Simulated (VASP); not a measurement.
# NaF (I-4m2) in VASP: notebook

NaF is run at these levels: PBE; tasks: single point.

Program: VASP 6.6.1. These are calculated values, not measurements. Logs are shortened: lines on timing, memory, paths and dates and some standing lists are left out, and cuts for length are marked.

**1. The cell of the first run**

The structure is tetragonal, space group I-4m2 (No. 119). The conventional cell has a = 3.580 Å, b = 3.580 Å, c = 4.860 Å, α = 90.00°, β = 90.00°, γ = 90.00°. Na (site symmetry -4m2) has 4 F at 2.16 Å within 2.9 Å. F (site symmetry -4m2) has 4 Na at 2.16 Å within 2.9 Å.

**2. Single point, PBE (uniaxial x strain -4.0%)**

Input file INCAR:

```
ALGO = Normal ; EDIFF = 1E-7
ENCUT = 520 ; GGA = PE
ISIF = 2 ; ISMEAR = -1
LASPH = T ; LCHARG = F
LREAL = F ; LWAVE = F
NBANDS = 14 ; NELM = 100
PREC = Accurate ; SIGMA = 0.02
```

Input file KPOINTS:

```
k-points
0
Gamma
  8 8 8
```

Input file POSCAR:

```
NaF
1.0
    0.0000000000      2.5312613515      2.5312613515
    2.4300108974      0.0000000000      2.5312613515
    2.4300108974      2.5312613515      0.0000000000
Na F
1 1
Direct
    0.0000000000      0.0000000000      0.0000000000
    0.2500000000      0.2500000000      0.2500000000
```

Potentials or basis: VASP PAW PBE potentials, release 64 (Na_pv, F).

Command:

```bash
$ cat potpaw_PBE.64/Na_pv/POTCAR potpaw_PBE.64/F/POTCAR > POTCAR
$ mpirun -np 1 vasp_std > vasp.out
```

OUTCAR:

```text
EDIFF = 1E-7
   ENCUT = 520
   GGA = PE
   ISIF = 2
   ISMEAR = -1
   LASPH = T
   LREAL = F
   NELM = 100
   PREC = Accurate

 ion  position               nearest neighbor table
   1  0.000  0.000  0.000-   2 2.16   2 2.16   2 2.16   2 2.16
   2  0.250  0.250  0.250-   1 2.16   1 2.16   1 2.16   1 2.16

  LATTYP: Found a body centered tetragonal cell.
 ALAT       =     3.5797441332
 C/A-ratio  =     1.3576450199

  Lattice vectors:

 A1 = (  -2.4300108974,   0.0000000000,  -2.5312613515)
 A2 = (  -2.4300108974,   0.0000000000,   2.5312613515)
 A3 = (   2.4300108974,   2.5312613515,   0.0000000000)

Analysis of symmetry for initial positions (statically):
=====================================================================
 Subroutine PRICEL returns:
 Original cell was already a primitive cell.

 Routine SETGRP: Setting up the symmetry group for a
 body centered tetragonal supercell.

 Subroutine GETGRP returns: Found  8 space group operations
 (whereof  8 operations were pure point group operations)
 out of a pool of 16 trial point group operations.

The static configuration has the point symmetry D_2d.

Analysis of symmetry for dynamics (positions and initial velocities):
=====================================================================
 Subroutine PRICEL returns:
 Original cell was already a primitive cell.

 Routine SETGRP: Setting up the symmetry group for a
 body centered tetragonal supercell.

 Subroutine GETGRP returns: Found  8 space group operations
 (whereof  8 operations were pure point group operations)
 out of a pool of 16 trial point group operations.

The dynamic configuration has the point symmetry D_2d.

 Subroutine INISYM returns: Found  8 space group operations
 (whereof  8 operations are pure point group operations),
 and found     1 'primitive' translations

----------------------------------------------------------------------------------------

                                     Primitive cell

  volume of cell :      31.1395

  direct lattice vectors                    reciprocal lattice vectors
     0.000000000  2.531261351  2.531261351    -0.205760394  0.197529978  0.197529978
     2.430010897  0.000000000  2.531261351     0.205760394 -0.197529978  0.197529978
     2.430010897  2.531261351  0.000000000     0.205760394  0.197529978 -0.197529978

  length of vectors
     3.579744133  3.508879734  3.508879734     0.346948879  0.346948879  0.346948879

  position of ions in fractional coordinates (direct lattice)
     0.000000000  0.000000000  0.000000000
     0.250000000  0.250000000  0.250000000

  ion indices of the primitive-cell ions
   primitive index   ion index
                 1           1
                 2           2

----------------------------------------------------------------------------------------

 KPOINTS: k-points

Automatic generation of k-mesh.
 Grid dimensions read from file:
 generate k-points for:    8    8    8

 Generating k-lattice:

  Cartesian coordinates                     Fractional coordinates (reciprocal lattice)
    -0.025720049  0.024691247  0.024691247     0.125000000  0.000000000  0.000000000
     0.025720049 -0.024691247  0.024691247     0.000000000  0.125000000  0.000000000
     0.025720049  0.024691247 -0.024691247     0.000000000  0.000000000  0.125000000

  Length of vectors
     0.043368610  0.043368610  0.043368610

  Shift w.r.t. Gamma in fractional coordinates (k-lattice)
     0.000000000  0.000000000  0.000000000

 Subroutine IBZKPT returns following result:
 ===========================================

 Found     59 irreducible k-points:

 Following reciprocal coordinates:
            Coordinates               Weight
  0.000000  0.000000  0.000000      1.000000
  0.125000  0.000000  0.000000      8.000000
  0.250000  0.000000  0.000000      8.000000
  0.375000 -0.000000 -0.000000      8.000000
  0.500000  0.000000  0.000000      4.000000
  0.125000  0.125000  0.000000      4.000000
[... 16 lines left out ...]
  0.250000  0.125000  0.125000      4.000000
  0.375000  0.125000  0.125000      8.000000
 [... further k-points ...]
   k-points           NKPTS =     59   k-points in BZ     NKDIM =     59   number of bands    NBANDS=     14
   number of dos      NEDOS =    301   number of ions     NIONS =      2
   total plane-waves  NPLWV =  21952
   dimension x,y,z NGX =    28 NGY =   28 NGZ =   28
   dimension x,y,z NGXF=    56 NGYF=   56 NGZF=   56
   ions per type =               1   1
   NGX,Y,Z   is equivalent  to a cutoff of  13.00, 13.27, 13.27 a.u.
   NGXF,Y,Z  is equivalent  to a cutoff of  26.01, 26.53, 26.53 a.u.
 SYSTEM =  unknown system
   PREC   = accura    normal or accurate (medium, high low for compatibility)
   ISTART =      0    job   : 0-new  1-cont  2-samecut
   ICHARG =      2    charge: 1-file 2-atom 10-const
   ISPIN  =      1    spin polarized calculation?
   LNONCOLLINEAR =      F non collinear calculations
   LSORBIT =      F    spin-orbit coupling
   LASPH  =      T    aspherical Exc in radial PAW
   ENCUT  =  520.0 eV  38.22 Ry    6.18 a.u.   6.66  6.52  6.52*2*pi/ulx,y,z
   NELM   =    100;   NELMIN=  2; NELMDL= -5     # of ELM steps
   EDIFF  = 0.1E-06   stopping-criterion for ELM
   LREAL  =      F    real-space projection
   EDIFFG = 0.1E-05   stopping-criterion for IOM
   NSW    =      0    number of steps for IOM
   IBRION =     -1    ionic relax: 0-MD 1-quasi-New 2-CG
   NFREE  =      0    steps in history (QN), initial steepest desc. (CG)
   ISIF   =      2    stress and relaxation
   ISYM   =      2    0-nonsym 1-usesym 2-fastsym
   POTIM  = 0.5000    time-step for ionic-motion
   TEBEG  =    0.0;   TEEND  =   0.0 temperature during run
   PSTRESS=    0.0 pullay stress
   NELECT =      14.0000    total number of electrons
   NUPDOWN=      -1.0000    fix difference up-down
   EMIN   =  10.00;   EMAX   =-10.00  energy-range for DOS
   EFERMI =   0.00;   METHOD = LEGACY
   ISMEAR =    -1;   SIGMA  =   0.02  broadening in eV -4-tet -1-fermi 0-gaus
   EFERMI_NEDOS =   21; number of points for ismear=-14 and -15
   IALGO  =     38    algorithm
   IMIX   =      4    mixing-type and parameters
     AMIX     =   0.40;   BMIX     =  1.00
     AMIX_MAG =   1.60;   BMIX_MAG =  1.00
  volume/ion in A,a.u.               =      15.57       105.07
  Fermi-wavevector in a.u.,A,eV,Ry     =   1.254142  2.369985 21.400231  1.572873
  Thomas-Fermi vector in A             =   2.387961
   LORBIT       =      0    0 simple, 1 ext, 2 COOP (PROOUT), +10 PAW based schemes
   GGA     = PE    functional components
   LHFCALC =     F    Hartree Fock is set to
   AEXX    =    0.0000 exact exchange contribution
   IVDW    =     0    specifies the selected vdW correction
   LEPSILON=     F    determine dielectric tensor
   LRPA    =     F    only Hartree local field effects (RPA)
 non-spin polarized calculation
  energy-cutoff  :      520.00
  volume of cell :       31.14
 maximum number of plane-waves:       857
   NGX = 13   NGY = 13   NGZ = 13

 number of electron      13.9999995 magnetization

 Free energy of the ion-electron system (eV)
  ---------------------------------------------------
  ext. energy  EPLUGINS =         0.00000000
  ---------------------------------------------------
  free energy    TOTEN  =        -8.35920469 eV

  energy without entropy =       -8.35920469  energy(sigma->0) =       -8.35920469

 E-fermi :  -2.7002     XC(G=0):  -7.9036

 val. band max:       -3.2570887632   @ k =   0.0000   0.0000   0.0000
 cond. band min:       2.4745538030   @ k =   0.0000   0.0000   0.0000
 fundamental gap:      5.7316425662
 Fermi energy:        -2.7001831305

 k-point     1 :       0.0000    0.0000    0.0000
  band No.  band energies     occupation
      1     -22.0525      2.00000
      2     -21.9908      2.00000
      3     -21.9842      2.00000
      4     -21.9842      2.00000
      5      -3.2798      2.00000
      6      -3.2798      2.00000
      7      -3.2571      2.00000
      8       2.4746      0.00000
      9      16.4446      0.00000
     10      16.4446      0.00000
     11      16.5474      0.00000
     12      17.8784      0.00000
     13      17.8784      0.00000
     14      18.4470      0.00000

 k-point     2 :       0.1250    0.0000    0.0000
  band No.  band energies     occupation
      1     -22.2951      2.00000
      2     -21.9904      2.00000
      3     -21.9865      2.00000
      4     -21.7341      2.00000
      5      -3.4429      2.00000
      6      -3.2881      2.00000
      7      -3.2668      2.00000
      8       2.9119      0.00000
      9      14.5505      0.00000
     10      15.8657      0.00000
     11      16.1958      0.00000
     12      17.5566      0.00000
     13      17.7384      0.00000
     14      18.2489      0.00000

 k-point     3 :       0.2500    0.0000    0.0000
  band No.  band energies     occupation
      1     -22.5167      2.00000
      2     -21.9945      2.00000
      3     -21.9921      2.00000
      4     -21.4897      2.00000
      5      -3.7860      2.00000
      6      -3.3081      2.00000
      7      -3.2730      2.00000
      8       4.0307      0.00000
      9      11.9302      0.00000
     10      14.8629      0.00000
     11      15.4026      0.00000
     12      17.5714      0.00000
     13      17.9745      0.00000
     14      18.4007      0.00000
[... 324 lines left out ...]
 k-point    23 :       0.2500    0.1250    0.1250
  band No.  band energies     occupation
      1     -22.4459      2.00000
      2     -22.0017      2.00000
      3     -21.9882      2.00000
      4     -21.5620      2.00000
      5      -3.6171      2.00000
      6      -3.3170      2.00000
      7      -3.2875      2.00000
      8       3.5343      0.00000
      9      13.4274      0.00000
     10      14.3038      0.00000
     11      15.4820      0.00000
     12      17.1535      0.00000
     13      18.2398      0.00000
     14      19.9369      0.00000

 k-point    24 :       0.3750    0.1250    0.1250
  band No.  band energies     occupation
      1     -22.6050      2.00000
      2     -22.0112      2.00000
      3     -21.9937      2.00000
      4     -21.3747      2.00000
      5      -3.8719      2.00000
      6      -3.3694      2.00000
      7      -3.3077      2.00000
      8       4.7248      0.00000
      9      11.2000      0.00000
     10      13.5310      0.00000
     11      14.5843      0.00000
     12      17.9162      0.00000
     13      18.4538      0.00000
     14      19.6898      0.00000

 [... further k-points ...]
[... 5 lines left out ...]
  --------------------------------------------------------------------------------------
  -------------------------------------------------------------------------------------
  Total        0.7180999      0.7393587      0.7393587      0.0000000      0.0000000      0.0000000
  in kB       36.9473467     38.0411462     38.0411462      0.0000000      0.0000000      0.0000000
  external PRESSURE =      37.6765463 kB  Pullay stress =       0.0000000 kB

 VOLUME and BASIS-vectors are now :
 -----------------------------------------------------------------------------
  energy-cutoff  :      520.00
  volume of cell :       31.14
      direct lattice vectors                 reciprocal lattice vectors
     0.000000000  2.531261351  2.531261351    -0.205760394  0.197529978  0.197529978
     2.430010897  0.000000000  2.531261351     0.205760394 -0.197529978  0.197529978
     2.430010897  2.531261351  0.000000000     0.205760394  0.197529978 -0.197529978

 POSITION                                       TOTAL-FORCE (eV/Angst)
 -----------------------------------------------------------------------------------
      0.00000      0.00000      0.00000        -0.000000     -0.000000     -0.000000
      1.21501      1.26563      1.26563         0.000000      0.000000      0.000000
 -----------------------------------------------------------------------------------
    total drift:                               -0.000001      0.000001      0.000001

  FREE ENERGIE OF THE ION-ELECTRON SYSTEM (eV)
  ---------------------------------------------------
  free  energy   TOTEN  =        -8.3592046915 eV

  energy  without entropy=       -8.3592046915  energy(sigma->0) =       -8.35920469
```

Wall time 22 s (1 thread of Intel Xeon Platinum 8488C (Sapphire Rapids), shared host); peak memory 0.16 GiB.

What came out:

| Item | Value |
| --- | --- |
| Free energy | -8.3592 eV |
| Pressure | 3.8 GPa |
| Band gap on the k mesh | 5.73 eV, direct |

Caveat: the cell differs from its parent crystal (uniaxial x strain -4.0%). A k mesh can miss the band edges.

**3. Single point, PBE (epitaxial xy strain -3.0%)**

Input file INCAR:

```
SYSTEM = NaF
  ALGO = Normal
  EDIFF = 1E-6
  ENCUT = 520
  GGA = PE
  ISIF = 2
  ISMEAR = -1
  LASPH = .TRUE.
  LCHARG = .FALSE.
  LREAL = .FALSE.
  LWAVE = .FALSE.
  NBANDS = 14
  NELM = 60
  PREC = Accurate
  SIGMA = 0.02
```

Input file KPOINTS:

```
k-points
0
G
  8 8 8
  0 0 0
```

Input file POSCAR:

```
NaF
1.0
    0.0000000000      2.4553235110      2.6561067367
    2.4553235110      0.0000000000      2.6561067367
    2.4553235110      2.4553235110      0.0000000000
Na F
1 1
Direct
    0.0000000000      0.0000000000      0.0000000000
    0.2500000000      0.2500000000      0.2500000000
```

Potentials or basis: VASP PAW PBE potentials, release 64 (Na_pv, F).

Command:

```bash
$ cat potpaw_PBE.64/Na_pv/POTCAR potpaw_PBE.64/F/POTCAR > POTCAR
$ mpirun -np 1 vasp_std > vasp.out
```

Wall time 17 s (1 thread of Intel Xeon Platinum 8488C (Sapphire Rapids), shared host); peak memory 0.16 GiB.

It converged, with:

| Quantity | Value |
| --- | --- |
| Free energy | -8.3762 eV |
| Pressure | 2.3 GPa |
| Band gap on the k mesh | 5.61 eV, indirect (least direct gap 5.62 eV) |

Stress tensor (GPa, compression positive):
```
2.46 0.00 0.00
0.00 2.46 0.00
0.00 0.00 2.10
```

Levels at points of the mesh, in eV from the valence-band top:
| k point | band 3 | band 4 | band 5 | band 6 | band 7 | band 8 | band 9 | band 10 | band 11 | band 12 |
| --- | --- | --- | --- | --- | --- | --- | --- | --- | --- | --- |
| (0.00, 0.00, 0.00) | -18.85 | -18.79 | -0.07 | -0.01 | -0.01 | 5.61 | 19.34 | 19.50 | 19.50 | 20.24 |
| (0.50, 0.00, 0.00) | -18.87 | -18.11 | -0.90 | -0.13 | -0.01 | 9.99 | 10.95 | 16.75 | 17.82 | 20.22 |
| (0.50, 0.50, 0.00) | -18.89 | -17.94 | -0.89 | -0.12 | -0.12 | 9.79 | 11.55 | 16.60 | 17.75 | 17.75 |
| (0.50, 0.00, 0.50) | -18.88 | -18.01 | -0.80 | -0.25 | -0.22 | 10.09 | 12.25 | 16.27 | 16.61 | 17.25 |

Caveat: the cell differs from its parent crystal (epitaxial xy strain -3.0%).
